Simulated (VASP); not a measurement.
Here is a VASP 6.6.1 calculation.

The input INCAR:

```
SYSTEM = Au
ALGO = Fast
EDIFF = 1E-6
ENCUT = 520
GGA = PS
ISIF = 2
ISMEAR = 0
LASPH = .TRUE.
LCHARG = .TRUE.
LELF = .TRUE.
LREAL = .FALSE.
LVHAR = .TRUE.
LWAVE = .FALSE.
NBANDS = 18
NELM = 80
PREC = Accurate
SIGMA = 0.15
```

The input KPOINTS:

```
k-points
0
G
  24 24 12
  0 0 0
```

POSCAR

```
Au
1.0
    2.7290029879      0.0000000000      0.0000000000
   -1.3645014940      2.3633859145      0.0000000000
    0.0000000000      0.0000000000      5.5107069851
Au
2
Direct
    0.3333333333      0.6666666667      0.7500000000
    0.6666666667      0.3333333333      0.2500000000
```

Potentials or basis: VASP PAW PBE potentials, release 64 (Au).

Run with:

```console
$ cat potpaw_PBE.64/Au/POTCAR > POTCAR
$ mpirun -np 1 vasp_std > vasp.out
```

Task: What does it give for the pressure?

Result: 1.6 GPa.

Task: What does it give for the band gap on the k mesh?

Result: Zero (bands 11 and 12 overlap by 7.19 eV).

Stress tensor (GPa, compression positive):
```
 7.09  0.00  0.00
 0.00  7.09  0.00
 0.00  0.00 -9.43
```

Caveat: the PAW data sets were made with another functional, which shifts forces and pressure a little; spin-orbit coupling is left out, which moves the levels of the heavy elements.
